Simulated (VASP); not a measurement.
# Eu (Im-3m) in VASP: a series of runs, part 2 of 3

VASP 6.6.1. The steps go on from the part before.

### 3 Single point, PBE, collinear spin, ferromagnetic start

The input, INCAR:

```
SYSTEM = Eu
PREC = Accurate
ENCUT = 520
EDIFF = 1E-6
ISMEAR = 1
SIGMA = 0.3
LREAL = .FALSE.
LASPH = .TRUE.
NELM = 150
ALGO = Normal
ISIF = 2
LWAVE = .FALSE.
LCHARG = .TRUE.
ISPIN = 2
MAGMOM = 7.02
LORBIT = 11
LMAXMIX = 6
GGA = PE
LELF = .TRUE.
LVHAR = .TRUE.
NBANDS = 18
```

The input, KPOINTS:

```
Automatic mesh
0
G
  10 10 10
  0 0 0
```

The input, POSCAR:

```
Eu
1.0
   -2.1939508085      2.1939508085      2.1939508085
    2.1939508085     -2.1939508085      2.1939508085
    2.1939508085      2.1939508085     -2.1939508085
Eu
1
Direct
    0.0000000000      0.0000000000      0.0000000000
```

Potentials or basis: VASP PAW PBE potentials, release 64 (Eu).

Launch:

```sh
$ cat potpaw_PBE.64/Eu/POTCAR > POTCAR
$ mpirun -np 1 vasp_std > vasp.out
```

OUTCAR:

```text
SYSTEM = Eu
   PREC = Accurate
   ENCUT = 520
   EDIFF = 1E-6
   ISMEAR = 1
   LREAL = .FALSE.
   LASPH = .TRUE.
   NELM = 150
   ISIF = 2
   ISPIN = 2
   LORBIT = 11
   GGA = PE

 ion  position               nearest neighbor table
   1  0.000  0.000  0.000-

  LATTYP: Found a body centered cubic cell.
 ALAT       =     4.3879016170

  Lattice vectors:

 A1 = (  -2.1939508085,   2.1939508085,   2.1939508085)
 A2 = (   2.1939508085,  -2.1939508085,   2.1939508085)
 A3 = (   2.1939508085,   2.1939508085,  -2.1939508085)

Analysis of symmetry for initial positions (statically):
=====================================================================
 Subroutine PRICEL returns:
 Original cell was already a primitive cell.

 Routine SETGRP: Setting up the symmetry group for a
 body centered cubic supercell.

 Subroutine GETGRP returns: Found 48 space group operations
 (whereof 48 operations were pure point group operations)
 out of a pool of 48 trial point group operations.

The static configuration has the point symmetry O_h .

Analysis of symmetry for dynamics (positions and initial velocities):
=====================================================================
 Subroutine PRICEL returns:
 Original cell was already a primitive cell.

 Routine SETGRP: Setting up the symmetry group for a
 body centered cubic supercell.

 Subroutine GETGRP returns: Found 48 space group operations
 (whereof 48 operations were pure point group operations)
 out of a pool of 48 trial point group operations.

The dynamic configuration has the point symmetry O_h .

Analysis of structural, dynamic, and magnetic symmetry:
=====================================================================
 Subroutine PRICEL returns:
 Original cell was already a primitive cell.

 Routine SETGRP: Setting up the symmetry group for a
 body centered cubic supercell.

 Subroutine GETGRP returns: Found 48 space group operations
 (whereof 48 operations were pure point group operations)
 out of a pool of 48 trial point group operations.

The overall configuration has the point symmetry O_h .

 Subroutine INISYM returns: Found 48 space group operations
 (whereof 48 operations are pure point group operations),
 and found     1 'primitive' translations

----------------------------------------------------------------------------------------

                                     Primitive cell

  volume of cell :      42.2416

  direct lattice vectors                    reciprocal lattice vectors
    -2.193950808  2.193950808  2.193950808     0.000000000  0.227899367  0.227899367
     2.193950808 -2.193950808  2.193950808     0.227899367  0.000000000  0.227899367
     2.193950808  2.193950808 -2.193950808     0.227899367  0.227899367  0.000000000

  length of vectors
     3.800034270  3.800034270  3.800034270     0.322298375  0.322298375  0.322298375

  position of ions in fractional coordinates (direct lattice)
     0.000000000  0.000000000  0.000000000

  ion indices of the primitive-cell ions
   primitive index   ion index
                 1           1

----------------------------------------------------------------------------------------

 KPOINTS: Automatic mesh

Automatic generation of k-mesh.
 Grid dimensions read from file:
 generate k-points for:   10   10   10
[... 50 lines left out ...]
   dimension x,y,z NGXF=    56 NGYF=   56 NGZF=   56
   ions per type =               1
   NGX,Y,Z   is equivalent  to a cutoff of  12.25, 12.25, 12.25 a.u.
   NGXF,Y,Z  is equivalent  to a cutoff of  24.50, 24.50, 24.50 a.u.
 SYSTEM =  Eu
   PREC   = accura    normal or accurate (medium, high low for compatibility)
   ISTART =      0    job   : 0-new  1-cont  2-samecut
   ICHARG =      2    charge: 1-file 2-atom 10-const
   ISPIN  =      2    spin polarized calculation?
   LNONCOLLINEAR =      F non collinear calculations
   LSORBIT =      F    spin-orbit coupling
   LASPH  =      T    aspherical Exc in radial PAW
   ENCUT  =  520.0 eV  38.22 Ry    6.18 a.u.   7.07  7.07  7.07*2*pi/ulx,y,z
   NELM   =    150;   NELMIN=  2; NELMDL= -5     # of ELM steps
   EDIFF  = 0.1E-05   stopping-criterion for ELM
   LREAL  =      F    real-space projection
   EDIFFG = 0.1E-04   stopping-criterion for IOM
   NSW    =      0    number of steps for IOM
   IBRION =     -1    ionic relax: 0-MD 1-quasi-New 2-CG
   NFREE  =      0    steps in history (QN), initial steepest desc. (CG)
   ISIF   =      2    stress and relaxation
   ISYM   =      2    0-nonsym 1-usesym 2-fastsym
   POTIM  = 0.5000    time-step for ionic-motion
   TEBEG  =    0.0;   TEEND  =   0.0 temperature during run
   PSTRESS=    0.0 pullay stress
   NELECT =      17.0000    total number of electrons
   NUPDOWN=      -1.0000    fix difference up-down
   EMIN   =  10.00;   EMAX   =-10.00  energy-range for DOS
   EFERMI =   0.00;   METHOD = LEGACY
   ISMEAR =     1;   SIGMA  =   0.30  broadening in eV -4-tet -1-fermi 0-gaus
   EFERMI_NEDOS =   21; number of points for ismear=-14 and -15
   IALGO  =     38    algorithm
   IMIX   =      4    mixing-type and parameters
     AMIX     =   0.40;   BMIX     =  1.00
     AMIX_MAG =   1.60;   BMIX_MAG =  1.00
  volume/ion in A,a.u.               =      42.24       285.06
  Fermi-wavevector in a.u.,A,eV,Ry     =   1.208679  2.284072 19.876813  1.460905
  Thomas-Fermi vector in A             =   2.344279
   LORBIT       =     11    0 simple, 1 ext, 2 COOP (PROOUT), +10 PAW based schemes
   GGA     = PE    functional components
   LHFCALC =     F    Hartree Fock is set to
   AEXX    =    0.0000 exact exchange contribution
   IVDW    =     0    specifies the selected vdW correction
   LEPSILON=     F    determine dielectric tensor
   LRPA    =     F    only Hartree local field effects (RPA)
 spin polarized calculation
 Methfessel and Paxton  Order N= 1 SIGMA  =   0.30
  energy-cutoff  :      520.00
  volume of cell :       42.24
 maximum number of plane-waves:      1157
   NGX = 15   NGY = 15   NGZ = 15

 number of electron      16.9999993 magnetization       7.3928646

 Free energy of the ion-electron system (eV)
  ---------------------------------------------------
  ext. energy  EPLUGINS =         0.00000000
  ---------------------------------------------------
  free energy    TOTEN  =       -11.40026250 eV

  energy without entropy =      -11.49034947  energy(sigma->0) =      -11.43029149

 E-fermi :   2.0782     XC(G=0):  -8.7992

 val. band max:        2.0722505073   @ k =  -0.4000   0.4000   0.3000
 cond. band min:       2.0968161634   @ k =  -0.4000   0.5000   0.2000
 fundamental gap:      0.0245656561
 Fermi energy:         2.0781851458

 spin component 1

 k-point     1 :       0.0000    0.0000    0.0000
  band No.  band energies     occupation
      1     -39.4897      1.00000
      2     -18.0624      1.00000
      3     -18.0624      1.00000
      4     -18.0624      1.00000
      5      -2.3147      1.00000
      6       1.6898      1.03477
[... 493 lines left out ...]
     17       6.2048     -0.00000
     18      10.4537      0.00000

 [... further k-points ...]

 spin component 2

 k-point     1 :       0.0000    0.0000    0.0000
  band No.  band energies     occupation
      1     -36.3454      1.00000
      2     -15.7117      1.00000
      3     -15.7117      1.00000
      4     -15.7117      1.00000
      5      -1.4624      1.00000
      6       4.9363     -0.00000
[... 493 lines left out ...]
     17       7.4985     -0.00000
     18      11.6837      0.00000

 [... further k-points ...]

------------------------ aborting loop because EDIFF is reached ----------------------------------------

  FORCE on cell =-STRESS in cart. coord.  units (eV):
  Direction    XX          YY          ZZ          XY          YZ          ZX
  --------------------------------------------------------------------------------------
  -------------------------------------------------------------------------------------
  Total       -0.1044981     -0.1044981     -0.1044981      0.0000000      0.0000000      0.0000000
  in kB       -3.9634957     -3.9634957     -3.9634957      0.0000000      0.0000000      0.0000000
  external PRESSURE =      -3.9634957 kB  Pullay stress =       0.0000000 kB

 VOLUME and BASIS-vectors are now :
 -----------------------------------------------------------------------------
  energy-cutoff  :      520.00
  volume of cell :       42.24
      direct lattice vectors                 reciprocal lattice vectors
    -2.193950808  2.193950808  2.193950808     0.000000000  0.227899367  0.227899367
     2.193950808 -2.193950808  2.193950808     0.227899367  0.000000000  0.227899367
     2.193950808  2.193950808 -2.193950808     0.227899367  0.227899367  0.000000000

 POSITION                                       TOTAL-FORCE (eV/Angst)
 -----------------------------------------------------------------------------------
      0.00000      0.00000      0.00000         0.000000      0.000000      0.000000
 -----------------------------------------------------------------------------------
    total drift:                                0.000000     -0.000000      0.000000

  FREE ENERGIE OF THE ION-ELECTRON SYSTEM (eV)
  ---------------------------------------------------
  free  energy   TOTEN  =       -11.4002625014 eV

  energy  without entropy=      -11.4903494723  energy(sigma->0) =      -11.43029149

 total charge

# of ion       s       p       d       f       tot
--------------------------------------------------
    1        2.084   5.713   0.287   6.655  14.739

 magnetization (x)

# of ion       s       p       d       f       tot
--------------------------------------------------
    1       -0.003  -0.091   0.144   6.653   6.703
```

Run time: 54 s. Hardware: 1 thread of AMD EPYC 9R45 (Zen 5), shared host; peak memory 0.19 GiB.

Results:

| Item | Value |
| --- | --- |
| Free energy | -11.4003 eV |
| Pressure | -0.4 GPa |
| Net moment | 7.39 μB per cell |
| Site moments | Eu +6.70 μB |
| Valence electrons inside the program's atomic spheres | Eu 14.74 |

Levels at points of the mesh, in eV from the Fermi level:
Spin up:
```tsv
k point	band 9	band 10	band 11	band 12	band 13	band 14	band 15	band 16
(0.00, 0.00, 0.00)	-0.26	-0.26	-0.26	-0.24	1.83	1.83	1.83	3.54
(0.50, 0.00, 0.00)	-0.26	-0.25	-0.24	-0.23	0.43	0.82	3.45	4.17
(0.50, 0.50, 0.50)	-0.38	-0.38	-0.18	-0.18	-0.18	5.00	5.00	5.00
```
Spin down:
```tsv
k point	band 3	band 4	band 5	band 6	band 7	band 8
(0.00, 0.00, 0.00)	-17.79	-17.79	-3.54	2.86	2.86	2.86
(0.50, 0.00, 0.00)	-17.97	-17.79	-0.88	1.36	1.65	4.01
(0.50, 0.50, 0.50)	-18.17	-18.17	-0.24	-0.24	4.07	4.07
```

Caveat: so wide a smearing shifts energies and pressures; spin-orbit coupling is left out, which moves the levels of the heavy elements; semilocal functionals describe open f shells poorly, which spoils levels, moments and volumes.

### 4 Single point, PBE, collinear spin, ferromagnetic start

The input, INCAR:

```
PREC = Accurate
ENCUT = 520
EDIFF = 1E-6
ISMEAR = 1
SIGMA = 0.6
LREAL = F
LASPH = T
NELM = 150
ALGO = Normal
ISIF = 2
LWAVE = F
LCHARG = F
ISPIN = 2
MAGMOM = 7.02
LORBIT = 11
LMAXMIX = 6
GGA = PE
NBANDS = 18
```

The input, KPOINTS:

```
regular mesh
0
Gamma
  10 10 10
```

POSCAR is that of step 3.

Launch:

```sh
$ cat potpaw_PBE.64/Eu/POTCAR > POTCAR
$ mpirun -np 1 vasp_std > vasp.out
```

It took 56 s on 1 thread of AMD EPYC 9R45 (Zen 5), shared host; peak memory 0.19 GiB.

Results (log left out):

- Free energy: -11.3284 eV
- Pressure: -0.4 GPa
- Net moment: 7.38 μB per cell
- Site moments: Eu +6.69 μB
- Valence electrons inside the program's atomic spheres: Eu 14.73

Levels at points of the mesh, in eV from the Fermi level:
Spin up:
| k point | band 10 | band 11 | band 12 | band 13 | band 14 | band 15 |
| --- | --- | --- | --- | --- | --- | --- |
| (0.00, 0.00, 0.00) | -0.44 | -0.44 | -0.40 | 1.80 | 1.80 | 1.80 |
| (0.50, 0.00, 0.00) | -0.44 | -0.43 | -0.42 | 0.40 | 0.79 | 3.41 |
| (0.50, 0.50, 0.50) | -0.55 | -0.39 | -0.39 | -0.39 | 4.98 | 4.98 |
Spin down:
```csv
k point,band 1,band 2,band 3,band 4,band 5,band 6,band 7,band 8,band 9,band 10
"(0.00, 0.00, 0.00)",-38.55,-17.89,-17.89,-17.89,-3.54,2.83,2.83,2.83,3.92,3.92
"(0.50, 0.00, 0.00)",-38.50,-18.44,-18.07,-17.89,-0.89,1.34,1.64,3.86,4.17,4.23
"(0.50, 0.50, 0.50)",-38.47,-18.27,-18.27,-18.27,-0.26,-0.26,3.92,3.92,3.92,4.10
```

Caveat: so wide a smearing shifts energies and pressures; spin-orbit coupling is left out, which moves the levels of the heavy elements; semilocal functionals describe open f shells poorly, which spoils levels, moments and volumes.

### 5 Single point, PBE, collinear spin, ferromagnetic start

The input, INCAR:

```
PREC = Accurate
ENCUT = 520
EDIFF = 1E-7
ISMEAR = 1
SIGMA = 1.0
LREAL = False
LASPH = True
NELM = 150
ALGO = Normal
ISIF = 2
LWAVE = False
LCHARG = True
ISPIN = 2
MAGMOM = 7.02
LORBIT = 11
LMAXMIX = 6
GGA = PE
LELF = True
LVHAR = True
NBANDS = 18
```

KPOINTS is that of step 4.

POSCAR is that of step 4.

Launch:

```sh
$ cat potpaw_PBE.64/Eu/POTCAR > POTCAR
$ mpirun -np 1 vasp_std > vasp.out
```

It took 53 s on 1 thread of AMD EPYC 9R45 (Zen 5), shared host; peak memory 0.19 GiB.

The run converged. Its results:

```yaml
Free_energy: -11.2834 eV
Pressure: -0.3 GPa
Net_moment: 7.49 μB per cell
Site_moments: Eu +6.70 μB
Valence_electrons_inside_the_program's_atomic_spheres: Eu 14.70
```

Levels at points of the mesh, in eV from the Fermi level:
Spin up:
| k point | band 8 | band 9 | band 10 | band 11 | band 12 | band 13 | band 14 | band 15 | band 16 | band 17 |
| --- | --- | --- | --- | --- | --- | --- | --- | --- | --- | --- |
| (0.00, 0.00, 0.00) | -0.85 | -0.69 | -0.69 | -0.69 | -0.65 | 1.72 | 1.72 | 1.72 | 3.45 | 3.45 |
| (0.50, 0.00, 0.00) | -0.81 | -0.71 | -0.71 | -0.69 | -0.67 | 0.33 | 0.71 | 3.34 | 4.06 | 5.72 |
| (0.50, 0.50, 0.50) | -0.80 | -0.80 | -0.80 | -0.66 | -0.66 | -0.66 | 4.89 | 4.89 | 4.89 | 5.17 |
Spin down:
| k point | band 3 | band 4 | band 5 | band 6 | band 7 | band 8 |
| --- | --- | --- | --- | --- | --- | --- |
| (0.00, 0.00, 0.00) | -18.00 | -18.00 | -3.47 | 2.85 | 2.85 | 2.85 |
| (0.50, 0.00, 0.00) | -18.17 | -18.00 | -0.83 | 1.38 | 1.70 | 3.66 |
| (0.50, 0.50, 0.50) | -18.37 | -18.37 | -0.22 | -0.22 | 3.73 | 3.73 |

Caveat: so wide a smearing shifts energies and pressures; spin-orbit coupling is left out, which moves the levels of the heavy elements; semilocal functionals describe open f shells poorly, which spoils levels, moments and volumes. The state reached can hang on the start; a lower one may exist.

[end of part 2 of 3]
